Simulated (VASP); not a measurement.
# AsSe3 (Pm-3m) in VASP: single point with PBE

Aim: the single point of AsSe3 with PBE.

Everything below comes from runs of VASP 6.6.1. Logs are shortened: lines on timing, memory, paths and dates and some standing lists are left out, and cuts for length are marked.

### Step 1. The cell of the first run

Symmetry: Pm-3m, No. 221, cubic system. The conventional cell has a = 5.089 Å, b = 5.089 Å, c = 5.089 Å, α = 90.00°, β = 90.00°, γ = 90.00°. Within 3.4 Å of As (site symmetry m-3m) lie 6 Se at 2.54 Å. Within 3.4 Å of Se (site symmetry 4/mmm) lie 2 As at 2.54 Å.

The cell was built from a structure type or drawn by symmetry, and may not be a known phase.

### Step 2. Single point, PBE

The input, INCAR:

```
SYSTEM = AsSe3
PREC = Accurate ; ENCUT = 520
EDIFF = 1E-6 ; ISMEAR = 0
SIGMA = 0.1 ; LREAL = .FALSE.
LASPH = .TRUE. ; NELM = 60
ALGO = Normal ; ISIF = 2
LWAVE = .FALSE. ; LCHARG = .FALSE.
GGA = PE ; NBANDS = 33
```

The input, KPOINTS:

```
Automatic mesh
0
G
  4 4 4
  0 0 0
```

The input, POSCAR:

```
AsSe3
1.0
    0.0000000000      5.0893409290      5.0893409290
    5.0893409290      0.0000000000      5.0893409290
    5.0893409290      5.0893409290      0.0000000000
As Se
2 6
Direct
    0.0000000000      0.0000000000      0.0000000000
    0.5000000000      0.5000000000      0.5000000000
    0.7499954641      0.2500045359      0.2500045359
    0.2500045359      0.7499954641      0.2500045359
    0.2500045359      0.7499954641      0.7499954641
    0.7499954641      0.2500045359      0.7499954641
    0.2500045359      0.2500045359      0.7499954641
    0.7499954641      0.7499954641      0.2500045359
```

Potentials or basis: VASP PAW PBE potentials, release 64 (As, Se).

Run with:

```console
> cat potpaw_PBE.64/As/POTCAR potpaw_PBE.64/Se/POTCAR > POTCAR
> mpirun -np 1 vasp_std > vasp.out
```

OUTCAR:

```text
SYSTEM = AsSe3
   PREC = Accurate
   ENCUT = 520
   EDIFF = 1E-6
   ISMEAR = 0
   LREAL = .FALSE.
   LASPH = .TRUE.
   NELM = 60
   ISIF = 2
   GGA = PE

 ion  position               nearest neighbor table
   1  0.000  0.000  0.000-   3 2.54   4 2.54   5 2.54   6 2.54   7 2.54   8 2.54
   2  0.500  0.500  0.500-   3 2.54   4 2.54   5 2.54   6 2.54   7 2.54   8 2.54
   3  0.750  0.250  0.250-   2 2.54   1 2.54
   4  0.250  0.750  0.250-   2 2.54   1 2.54
   5  0.250  0.750  0.750-   2 2.54   1 2.54
   6  0.750  0.250  0.750-   2 2.54   1 2.54
   7  0.250  0.250  0.750-   2 2.54   1 2.54
   8  0.750  0.750  0.250-   2 2.54   1 2.54

  LATTYP: Found a face centered cubic cell.
 ALAT       =    10.1786818580

  Lattice vectors:

 A1 = (   0.0000000000,   5.0893409290,   5.0893409290)
 A2 = (   5.0893409290,   0.0000000000,   5.0893409290)
 A3 = (   5.0893409290,   5.0893409290,   0.0000000000)

Analysis of symmetry for initial positions (statically):
=====================================================================
 Subroutine PRICEL returns following result:

  LATTYP: Found a simple cubic cell.
 ALAT       =     5.0893409290

  Lattice vectors:

 A1 = (  -5.0893409290,   0.0000000000,   0.0000000000)
 A2 = (   0.0000000000,   0.0000000000,   5.0893409290)
 A3 = (   0.0000000000,   5.0893409290,   0.0000000000)

   2 primitive cells build up your supercell.

 Routine SETGRP: Setting up the symmetry group for a
 face centered cubic supercell.

 Subroutine GETGRP returns: Found 48 space group operations
 (whereof 48 operations were pure point group operations)
 out of a pool of 48 trial point group operations.

The static configuration has the point symmetry O_h .

Analysis of symmetry for dynamics (positions and initial velocities):
=====================================================================
 Subroutine PRICEL returns following result:

  LATTYP: Found a simple cubic cell.
 ALAT       =     5.0893409290

  Lattice vectors:

 A1 = (  -5.0893409290,   0.0000000000,   0.0000000000)
 A2 = (   0.0000000000,   0.0000000000,   5.0893409290)
 A3 = (   0.0000000000,   5.0893409290,   0.0000000000)

   2 primitive cells build up your supercell.

 Routine SETGRP: Setting up the symmetry group for a
 face centered cubic supercell.

 Subroutine GETGRP returns: Found 48 space group operations
 (whereof 48 operations were pure point group operations)
 out of a pool of 48 trial point group operations.

The dynamic configuration has the point symmetry O_h .

 Subroutine INISYM returns: Found 48 space group operations
 (whereof 48 operations are pure point group operations),
 and found     2 'primitive' translations

----------------------------------------------------------------------------------------

                                     Primitive cell

  volume of cell :     131.8210

  direct lattice vectors                    reciprocal lattice vectors
    -5.089340929  0.000000000  0.000000000    -0.196489096  0.000000000  0.000000000
     0.000000000  0.000000000  5.089340929     0.000000000  0.000000000  0.196489096
     0.000000000  5.089340929  0.000000000     0.000000000  0.196489096  0.000000000

  length of vectors
     5.089340929  5.089340929  5.089340929     0.196489096  0.196489096  0.196489096

  position of ions in fractional coordinates (direct lattice)
     0.000000000  0.000000000  0.000000000
     0.499990928  0.000000000  0.000000000
     0.000000000  0.000000000  0.500009072
     0.000000000  0.500009072  0.000000000

  ion indices of the primitive-cell ions
   primitive index   ion index
                 1           1
                 2           3
                 3           4
                 4           7

----------------------------------------------------------------------------------------

 KPOINTS: Automatic mesh

Automatic generation of k-mesh.
 Grid dimensions read from file:
 generate k-points for:    4    4    4

 Generating k-lattice:

  Cartesian coordinates                     Fractional coordinates (reciprocal lattice)
    -0.024561137  0.024561137  0.024561137     0.250000000  0.000000000  0.000000000
     0.024561137 -0.024561137  0.024561137     0.000000000  0.250000000  0.000000000
     0.024561137  0.024561137 -0.024561137     0.000000000  0.000000000  0.250000000

  Length of vectors
     0.042541137  0.042541137  0.042541137

  Shift w.r.t. Gamma in fractional coordinates (k-lattice)
     0.000000000  0.000000000  0.000000000

 Subroutine IBZKPT returns following result:
 ===========================================

 Found      8 irreducible k-points:

 Following reciprocal coordinates:
            Coordinates               Weight
  0.000000  0.000000  0.000000      1.000000
  0.250000  0.000000  0.000000      8.000000
  0.500000  0.000000  0.000000      4.000000
  0.250000  0.250000  0.000000      6.000000
  0.500000  0.250000  0.000000     24.000000
 -0.250000  0.250000  0.000000     12.000000
  0.500000  0.500000  0.000000      3.000000
 -0.250000  0.500000  0.250000      6.000000
   k-points           NKPTS =      8   k-points in BZ     NKDIM =      8   number of bands    NBANDS=     33
   number of dos      NEDOS =    301   number of ions     NIONS =      8
   total plane-waves  NPLWV = 157464
   dimension x,y,z NGX =    54 NGY =   54 NGZ =   54
   dimension x,y,z NGXF=   108 NGYF=  108 NGZF=  108
   ions per type =               2   6
   NGX,Y,Z   is equivalent  to a cutoff of  12.47, 12.47, 12.47 a.u.
   NGXF,Y,Z  is equivalent  to a cutoff of  24.95, 24.95, 24.95 a.u.
 SYSTEM =  AsSe3
   PREC   = accura    normal or accurate (medium, high low for compatibility)
   ISTART =      0    job   : 0-new  1-cont  2-samecut
   ICHARG =      2    charge: 1-file 2-atom 10-const
   ISPIN  =      1    spin polarized calculation?
   LNONCOLLINEAR =      F non collinear calculations
   LSORBIT =      F    spin-orbit coupling
   LASPH  =      T    aspherical Exc in radial PAW
   ENCUT  =  520.0 eV  38.22 Ry    6.18 a.u.  13.38 13.38 13.38*2*pi/ulx,y,z
   NELM   =     60;   NELMIN=  2; NELMDL= -5     # of ELM steps
   EDIFF  = 0.1E-05   stopping-criterion for ELM
   LREAL  =      F    real-space projection
   EDIFFG = 0.1E-04   stopping-criterion for IOM
   NSW    =      0    number of steps for IOM
   IBRION =     -1    ionic relax: 0-MD 1-quasi-New 2-CG
   NFREE  =      0    steps in history (QN), initial steepest desc. (CG)
   ISIF   =      2    stress and relaxation
   ISYM   =      2    0-nonsym 1-usesym 2-fastsym
   POTIM  = 0.5000    time-step for ionic-motion
   TEBEG  =    0.0;   TEEND  =   0.0 temperature during run
   PSTRESS=    0.0 pullay stress
   NELECT =      46.0000    total number of electrons
   NUPDOWN=      -1.0000    fix difference up-down
   EMIN   =  10.00;   EMAX   =-10.00  energy-range for DOS
   EFERMI =   0.00;   METHOD = LEGACY
   ISMEAR =     0;   SIGMA  =   0.10  broadening in eV -4-tet -1-fermi 0-gaus
   EFERMI_NEDOS =   21; number of points for ismear=-14 and -15
   IALGO  =     38    algorithm
   IMIX   =      4    mixing-type and parameters
     AMIX     =   0.40;   BMIX     =  1.00
     AMIX_MAG =   1.60;   BMIX_MAG =  1.00
  volume/ion in A,a.u.               =      32.96       222.39
  Fermi-wavevector in a.u.,A,eV,Ry     =   0.914792  1.728707 11.385970  0.836845
  Thomas-Fermi vector in A             =   2.039460
   LORBIT       =      0    0 simple, 1 ext, 2 COOP (PROOUT), +10 PAW based schemes
   GGA     = PE    functional components
   LHFCALC =     F    Hartree Fock is set to
   AEXX    =    0.0000 exact exchange contribution
   IVDW    =     0    specifies the selected vdW correction
   LEPSILON=     F    determine dielectric tensor
   LRPA    =     F    only Hartree local field effects (RPA)
 non-spin polarized calculation
 Gauss-broadening in eV      SIGMA  =   0.10
  energy-cutoff  :      520.00
  volume of cell :      263.64
 maximum number of plane-waves:      7120
 NGX is ok and might be reduce to    54
   NGX = 27   NGY = 27   NGZ = 27

 number of electron      46.0000006 magnetization

 Free energy of the ion-electron system (eV)
  ---------------------------------------------------
  ext. energy  EPLUGINS =         0.00000000
  ---------------------------------------------------
  free energy    TOTEN  =       -25.18398909 eV

  energy without entropy =      -25.13655908  energy(sigma->0) =      -25.16027408

 E-fermi :   0.5184     XC(G=0):  -7.7862

 val. band max:        0.4223096788   @ k =   0.5000   0.2500   0.0000
 cond. band min:       0.5327911793   @ k =   0.5000   0.5000   0.0000
 fundamental gap:      0.1104815005
 Fermi energy:         0.5184242888

 k-point     1 :       0.0000    0.0000    0.0000
  band No.  band energies     occupation
      1     -14.0239      2.00000
      2     -11.7536      2.00000
      3     -11.7536      2.00000
      4     -11.7536      2.00000
      5     -11.5790      2.00000
      6     -11.0074      2.00000
[... 25 lines left out ...]
     32       6.4920      0.00000
     33       6.4920      0.00000

 k-point     2 :       0.2500    0.0000    0.0000
  band No.  band energies     occupation
      1     -13.8661      2.00000
      2     -12.6566      2.00000
      3     -11.6647      2.00000
      4     -11.6647      2.00000
      5     -11.1432      2.00000
      6     -11.1432      2.00000
[... 25 lines left out ...]
     32       6.7058      0.00000
     33       6.7604      0.00000
[... 178 lines left out ...]
     32       7.5784      0.00000
     33       7.9458      0.00000

 k-point     8 :      -0.2500    0.5000    0.2500
  band No.  band energies     occupation
      1     -13.3323      2.00000
      2     -13.3284      2.00000
      3     -11.7963      2.00000
      4     -11.7963      2.00000
      5     -11.2933      2.00000
      6     -11.2928      2.00000
[... 25 lines left out ...]
     32       7.4127      0.00000
     33       8.0819      0.00000

------------------------ aborting loop because EDIFF is reached ----------------------------------------

  FORCE on cell =-STRESS in cart. coord.  units (eV):
  Direction    XX          YY          ZZ          XY          YZ          ZX
  --------------------------------------------------------------------------------------
  -------------------------------------------------------------------------------------
  Total        0.1445905      0.1445905      0.1445905     -0.0000000      0.0000000      0.0000000
  in kB        0.8786901      0.8786901      0.8786901     -0.0000000      0.0000000      0.0000000
  external PRESSURE =       0.8786901 kB  Pullay stress =       0.0000000 kB

 VOLUME and BASIS-vectors are now :
 -----------------------------------------------------------------------------
  energy-cutoff  :      520.00
  volume of cell :      263.64
      direct lattice vectors                 reciprocal lattice vectors
     0.000000000  5.089340929  5.089340929    -0.098244548  0.098244548  0.098244548
     5.089340929  0.000000000  5.089340929     0.098244548 -0.098244548  0.098244548
     5.089340929  5.089340929  0.000000000     0.098244548  0.098244548 -0.098244548

 POSITION                                       TOTAL-FORCE (eV/Angst)
 -----------------------------------------------------------------------------------
      0.00000      0.00000      0.00000         0.000000      0.000000     -0.000000
      5.08934      5.08934      5.08934         0.000000      0.000000     -0.000000
      2.54472      5.08934      5.08934        -0.000000      0.000000     -0.000000
      5.08934      2.54472      5.08934         0.000000     -0.000000     -0.000000
      7.63397      5.08934      5.08934         0.000000      0.000000     -0.000000
      5.08934      7.63397      5.08934         0.000000      0.000000     -0.000000
      5.08934      5.08934      2.54472         0.000000      0.000000     -0.000000
      5.08934      5.08934      7.63397         0.000000      0.000000      0.000000
 -----------------------------------------------------------------------------------
    total drift:                                0.000000      0.000000      0.000000

  FREE ENERGIE OF THE ION-ELECTRON SYSTEM (eV)
  ---------------------------------------------------
  free  energy   TOTEN  =       -25.1839890871 eV

  energy  without entropy=      -25.1365590812  energy(sigma->0) =      -25.16027408
```

Wall time 69 s (1 thread of AMD EPYC 7R13 (Zen 3), shared host); peak memory 0.38 GiB.

What came out:

```
Free energy            : -25.1840 eV
Pressure               : 0.1 GPa
Band gap on the k mesh : zero (bands 23 and 24 overlap by 0.58 eV)
```

Levels at points of the mesh, in eV from the Fermi level:
```
           k point  band 19  band 20  band 21  band 22  band 23  band 24  band 25  band 26
(0.00, 0.00, 0.00)    -0.31    -0.20    -0.20    -0.20     0.37     0.37     0.37     0.93
(0.50, 0.00, 0.00)    -1.35    -1.35     0.21     0.21     0.21     0.21     0.24     0.24
(0.50, 0.50, 0.00)    -1.04    -1.01    -0.65    -0.22    -0.22     0.01     0.92     1.04
```
